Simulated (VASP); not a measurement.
# HoAlTe3 (Amm2) in VASP: a series of runs

HoAlTe3 is run at these levels: PBE; tasks: single point.

All numbers are computed with VASP 6.6.1; they aren't measurements. Logs are shortened: lines on timing, memory, paths and dates and some standing lists are left out, and cuts for length are marked.

## 1. The cell of the first run

It takes space group Amm2 (No. 38, orthorhombic). The conventional cell has a = 5.780 Å, b = 6.221 Å, c = 10.796 Å, α = 90.00°, β = 90.00°, γ = 90.00°. Ho (site symmetry mm2) has 6 Te at 2.90 to 3.15 Å and 2 Al at 3.83 Å within 3.9 Å. Within 3.6 Å of Al (site symmetry mm2) lie 5 Te at 2.76 to 3.27 Å. Te (site symmetry m) has 4 Te at 3.06 to 4.12 Å and 2 Ho at 3.08 to 3.15 Å and 2 Al at 3.27 Å within 4.2 Å. Te (site symmetry mm2) has 1 Al at 2.76 Å and 2 Ho at 2.90 Å within 3.6 Å.

The cell was generated, and may not be a known phase.

## 2. Single point, PBE

File INCAR:

```
SYSTEM = HoAlTe3
PREC     = Accurate       ! precision mode
ENCUT    = 500            ! plane-wave cutoff, eV
EDIFF    = 1E-6           ! SCF threshold, eV
ISMEAR   = 0              ! smearing method
SIGMA    = 0.1            ! smearing width, eV
LREAL    = .False.        ! projectors in reciprocal space
LASPH    = .True.         ! aspherical terms in the spheres
NELM     = 200            ! most SCF steps
ALGO     = Normal         ! electronic algorithm
ISIF     = 2              ! what is computed and relaxed
LWAVE    = .False.        ! write WAVECAR
LCHARG   = .False.        ! write CHGCAR
GGA      = PE             ! functional
NBANDS   = 23             ! bands
GGA_COMPAT= .False.      
LMAXMIX  = 6              ! l up to which the mixer works
```

File KPOINTS:

```
regular mesh
0
Gamma
  4 4 4
  0 0 0
```

File POSCAR:

```
HoAlTe3
1.0
    5.7797363004      0.0000000000      0.0000000000
    0.0000000000      3.1106797001      5.3979138056
    0.0000000000     -3.1106797001      5.3979138056
Ho Al Te
1 1 3
Direct
    0.0000000000      0.4433565709      0.4433565709
    0.5000000000      0.2105697249      0.2105697249
    0.0000000000      0.4419816785     -0.0505683133
    0.5000000000      0.4663612890      0.4663612890
    0.0000000000     -0.0505683133      0.4419816785
```

Potentials or basis: VASP PAW PBE potentials, release 64 (Ho_3, Al, Te), 4f in core.

Run with:

```console
> cat potpaw_PBE.64/Ho_3/POTCAR potpaw_PBE.64/Al/POTCAR potpaw_PBE.64/Te/POTCAR > POTCAR
> mpirun -np 1 vasp_std > vasp.out
```

OUTCAR:

```text
SYSTEM = HoAlTe3
   PREC = Accurate
   ENCUT = 500
   EDIFF = 1E-6
   ISMEAR = 0
   LREAL = .False.
   LASPH = .True.
   NELM = 200
   ISIF = 2
   GGA = PE

 ion  position               nearest neighbor table
   1  0.000  0.443  0.443-   4 2.90   4 2.90   5 3.08   3 3.08   5 3.15   3 3.15
   2  0.500  0.211  0.211-   4 2.76   3 3.27   5 3.27   3 3.27   5 3.27
   3  0.000  0.442  0.949-   5 3.06   1 3.08   1 3.15   5 3.16   2 3.27   2 3.27
   4  0.500  0.466  0.466-   2 2.76   1 2.90   1 2.90
   5  0.000  0.949  0.442-   3 3.06   1 3.08   1 3.15   3 3.16   2 3.27   2 3.27

  LATTYP: Found a base centered orthorhombic cell.
 ALAT       =     6.2213594002
 B/A-ratio  =     1.7352843513
 C/A-ratio  =     0.9290150156

  Lattice vectors:

 A1 = (   0.0000000000,   3.1106797001,  -5.3979138056)
 A2 = (   0.0000000000,   3.1106797001,   5.3979138056)
 A3 = (   5.7797363004,   0.0000000000,   0.0000000000)

Analysis of symmetry for initial positions (statically):
=====================================================================
 Subroutine PRICEL returns:
 Original cell was already a primitive cell.

 Routine SETGRP: Setting up the symmetry group for a
 base centered orthorhombic supercell.

 Subroutine GETGRP returns: Found  4 space group operations
 (whereof  4 operations were pure point group operations)
 out of a pool of  8 trial point group operations.

The static configuration has the point symmetry C_2v.

Analysis of symmetry for dynamics (positions and initial velocities):
=====================================================================
 Subroutine PRICEL returns:
 Original cell was already a primitive cell.

 Routine SETGRP: Setting up the symmetry group for a
 base centered orthorhombic supercell.

 Subroutine GETGRP returns: Found  4 space group operations
 (whereof  4 operations were pure point group operations)
 out of a pool of  8 trial point group operations.

The dynamic configuration has the point symmetry C_2v.

 Subroutine INISYM returns: Found  4 space group operations
 (whereof  4 operations are pure point group operations),
 and found     1 'primitive' translations

----------------------------------------------------------------------------------------

                                     Primitive cell

  volume of cell :     194.0972

  direct lattice vectors                    reciprocal lattice vectors
     5.779736300  0.000000000  0.000000000     0.173018274  0.000000000  0.000000000
     0.000000000  3.110679700  5.397913806     0.000000000  0.160736575  0.092628378
     0.000000000 -3.110679700  5.397913806     0.000000000 -0.160736575  0.092628378

  length of vectors
     5.779736300  6.230072363  6.230072363     0.173018274  0.185516206  0.185516206

  position of ions in fractional coordinates (direct lattice)
     0.000000000  0.443356571  0.443356571
     0.500000000  0.210569725  0.210569725
     0.000000000  0.441981678  0.949431687
     0.500000000  0.466361289  0.466361289
     0.000000000  0.949431687  0.441981678

  ion indices of the primitive-cell ions
   primitive index   ion index
                 1           1
                 2           2
                 3           3
                 4           4
                 5           5

----------------------------------------------------------------------------------------

 KPOINTS: regular mesh

Automatic generation of k-mesh.
 Grid dimensions read from file:
 generate k-points for:    4    4    4

 Generating k-lattice:

  Cartesian coordinates                     Fractional coordinates (reciprocal lattice)
     0.043254569  0.000000000  0.000000000     0.250000000  0.000000000  0.000000000
     0.000000000  0.040184144  0.023157094     0.000000000  0.250000000  0.000000000
     0.000000000 -0.040184144  0.023157094     0.000000000  0.000000000  0.250000000

  Length of vectors
     0.043254569  0.046379052  0.046379052

  Shift w.r.t. Gamma in fractional coordinates (k-lattice)
     0.000000000  0.000000000  0.000000000

 Subroutine IBZKPT returns following result:
 ===========================================

 Found     21 irreducible k-points:

 Following reciprocal coordinates:
            Coordinates               Weight
  0.000000  0.000000  0.000000      1.000000
  0.250000  0.000000  0.000000      2.000000
  0.500000  0.000000  0.000000      1.000000
  0.000000  0.250000  0.000000      4.000000
  0.250000  0.250000  0.000000      8.000000
  0.500000  0.250000  0.000000      4.000000
[... 13 lines left out ...]
  0.250000  0.500000  0.500000      2.000000
  0.500000  0.500000  0.500000      1.000000
   k-points           NKPTS =     21   k-points in BZ     NKDIM =     21   number of bands    NBANDS=     23
   number of dos      NEDOS =    301   number of ions     NIONS =      5
   total plane-waves  NPLWV =  96768
   dimension x,y,z NGX =    42 NGY =   48 NGZ =   48
   dimension x,y,z NGXF=    84 NGYF=   96 NGZF=   96
   ions per type =               1   1   3
   NGX,Y,Z   is equivalent  to a cutoff of  12.08, 12.81, 12.81 a.u.
   NGXF,Y,Z  is equivalent  to a cutoff of  24.16, 25.62, 25.62 a.u.
 SYSTEM =  HoAlTe3
   PREC   = accura    normal or accurate (medium, high low for compatibility)
   ISTART =      0    job   : 0-new  1-cont  2-samecut
   ICHARG =      2    charge: 1-file 2-atom 10-const
   ISPIN  =      1    spin polarized calculation?
   LNONCOLLINEAR =      F non collinear calculations
   LSORBIT =      F    spin-orbit coupling
   LASPH  =      T    aspherical Exc in radial PAW
   ENCUT  =  500.0 eV  36.75 Ry    6.06 a.u.  10.54 11.36 11.36*2*pi/ulx,y,z
   NELM   =    200;   NELMIN=  2; NELMDL= -5     # of ELM steps
   EDIFF  = 0.1E-05   stopping-criterion for ELM
   LREAL  =      F    real-space projection
   EDIFFG = 0.1E-04   stopping-criterion for IOM
   NSW    =      0    number of steps for IOM
   IBRION =     -1    ionic relax: 0-MD 1-quasi-New 2-CG
   NFREE  =      0    steps in history (QN), initial steepest desc. (CG)
   ISIF   =      2    stress and relaxation
   ISYM   =      2    0-nonsym 1-usesym 2-fastsym
   POTIM  = 0.5000    time-step for ionic-motion
   TEBEG  =    0.0;   TEEND  =   0.0 temperature during run
   PSTRESS=    0.0 pullay stress
   NELECT =      30.0000    total number of electrons
   NUPDOWN=      -1.0000    fix difference up-down
   EMIN   =  10.00;   EMAX   =-10.00  energy-range for DOS
   EFERMI =   0.00;   METHOD = LEGACY
   ISMEAR =     0;   SIGMA  =   0.10  broadening in eV -4-tet -1-fermi 0-gaus
   EFERMI_NEDOS =   21; number of points for ismear=-14 and -15
   IALGO  =     38    algorithm
   IMIX   =      4    mixing-type and parameters
     AMIX     =   0.40;   BMIX     =  1.00
     AMIX_MAG =   1.60;   BMIX_MAG =  1.00
  volume/ion in A,a.u.               =      38.82       261.97
  Fermi-wavevector in a.u.,A,eV,Ry     =   0.878568  1.660253 10.502094  0.771882
  Thomas-Fermi vector in A             =   1.998673
   LORBIT       =      0    0 simple, 1 ext, 2 COOP (PROOUT), +10 PAW based schemes
   GGA     = PE    functional components
   LHFCALC =     F    Hartree Fock is set to
   AEXX    =    0.0000 exact exchange contribution
   IVDW    =     0    specifies the selected vdW correction
   LEPSILON=     F    determine dielectric tensor
   LRPA    =     F    only Hartree local field effects (RPA)
 non-spin polarized calculation
 Gauss-broadening in eV      SIGMA  =   0.10
  energy-cutoff  :      500.00
  volume of cell :      194.10
 maximum number of plane-waves:      4941
   NGX = 21   NGY = 23   NGZ = 23

 number of electron      30.0000000 magnetization

 Free energy of the ion-electron system (eV)
  ---------------------------------------------------
  ext. energy  EPLUGINS =         0.00000000
  ---------------------------------------------------
  free energy    TOTEN  =       -19.93779441 eV

  energy without entropy =      -19.93353073  energy(sigma->0) =      -19.93566257

 E-fermi :   3.2339     XC(G=0):  -7.9305

 val. band max:        3.1934454914   @ k =   0.2500   0.5000   0.0000
 cond. band min:       3.3183394523   @ k =   0.5000   0.2500   0.2500
 fundamental gap:      0.1248939609
 Fermi energy:         3.2338535579

 k-point     1 :       0.0000    0.0000    0.0000
  band No.  band energies     occupation
      1     -21.7749      2.00000
      2     -21.6782      2.00000
      3     -21.6015      2.00000
      4      -9.0351      2.00000
      5      -7.3782      2.00000
      6      -6.6837      2.00000
[... 15 lines left out ...]
     22       6.3233      0.00000
     23       6.3292      0.00000

 k-point     2 :       0.2500    0.0000    0.0000
  band No.  band energies     occupation
      1     -21.7746      2.00000
      2     -21.6780      2.00000
      3     -21.6031      2.00000
      4      -8.9808      2.00000
      5      -7.2896      2.00000
      6      -6.6727      2.00000
[... 15 lines left out ...]
     22       6.4111      0.00000
     23       6.4484      0.00000

 k-point     3 :       0.5000    0.0000    0.0000
  band No.  band energies     occupation
      1     -21.7744      2.00000
      2     -21.6778      2.00000
      3     -21.6047      2.00000
      4      -8.9264      2.00000
      5      -7.1931      2.00000
      6      -6.6615      2.00000
[... 15 lines left out ...]
     22       6.4316      0.00000
     23       6.8050      0.00000
[... 417 lines left out ...]
 k-point    20 :       0.2500    0.5000    0.5000
  band No.  band energies     occupation
      1     -21.7749      2.00000
      2     -21.6803      2.00000
      3     -21.6028      2.00000
      4      -8.7351      2.00000
      5      -7.3255      2.00000
      6      -6.5705      2.00000
[... 15 lines left out ...]
     22       7.1504      0.00000
     23       7.4922      0.00000

 k-point    21 :       0.5000    0.5000    0.5000
  band No.  band energies     occupation
      1     -21.7747      2.00000
      2     -21.6801      2.00000
      3     -21.6044      2.00000
      4      -8.7114      2.00000
      5      -7.1305      2.00000
      6      -6.5570      2.00000
[... 15 lines left out ...]
     22       7.8126      0.00000
     23       7.9108      0.00000

------------------------ aborting loop because EDIFF is reached ----------------------------------------

  FORCE on cell =-STRESS in cart. coord.  units (eV):
  Direction    XX          YY          ZZ          XY          YZ          ZX
  --------------------------------------------------------------------------------------
  -------------------------------------------------------------------------------------
  Total        0.0817043      0.0461756      0.0932089      0.0000000      0.0000000      0.0000000
  in kB        0.6744288      0.3811572      0.7693942      0.0000000      0.0000000      0.0000000
  external PRESSURE =       0.6083267 kB  Pullay stress =       0.0000000 kB

 VOLUME and BASIS-vectors are now :
 -----------------------------------------------------------------------------
  energy-cutoff  :      500.00
  volume of cell :      194.10
      direct lattice vectors                 reciprocal lattice vectors
     5.779736300  0.000000000  0.000000000     0.173018274  0.000000000  0.000000000
     0.000000000  3.110679700  5.397913806     0.000000000  0.160736575  0.092628378
     0.000000000 -3.110679700  5.397913806     0.000000000 -0.160736575  0.092628378

 POSITION                                       TOTAL-FORCE (eV/Angst)
 -----------------------------------------------------------------------------------
      0.00000      0.00000      4.78640         0.000000      0.000000      0.030762
      2.88987      0.00000      2.27327         0.000000      0.000000      0.006943
      0.00000     -1.57851      7.51073         0.000000     -0.012315     -0.027659
      2.88987      0.00000      5.03476         0.000000      0.000000      0.017613
      0.00000      1.57851      7.51073         0.000000      0.012315     -0.027659
 -----------------------------------------------------------------------------------
    total drift:                               -0.000000      0.000000     -0.000361

  FREE ENERGIE OF THE ION-ELECTRON SYSTEM (eV)
  ---------------------------------------------------
  free  energy   TOTEN  =       -19.9377944135 eV

  energy  without entropy=      -19.9335307311  energy(sigma->0) =      -19.93566257
```

It took 70 s on 1 thread of Intel Xeon Platinum 8488C (Sapphire Rapids), shared host; peak memory 0.35 GiB.

What came out:

```yaml
Free_energy: -19.9378 eV
Pressure: 0.1 GPa
Largest_force: 0.031 eV/Å
Band_gap_on_the_k_mesh: zero (bands 15 and 16 overlap by 1.14 eV)
```

Forces in eV/Å, atoms in the order of the input:
```
Ho   0.000  0.000  0.031
Al   0.000  0.000  0.007
Te   0.000 -0.012 -0.028
Te   0.000  0.000  0.018
Te   0.000  0.012 -0.028
```

Caveat: spin-orbit coupling is left out, which moves the levels of the heavy elements; the 4f electrons are frozen in the core, so they carry no moment and show no levels. Spin polarisation is off, so any magnetic state and its effect on volume and gap are missing.

[end of part 1 of 2]

The gap in the log of VASP goes by the Fermi energy; the results here count the filled bands.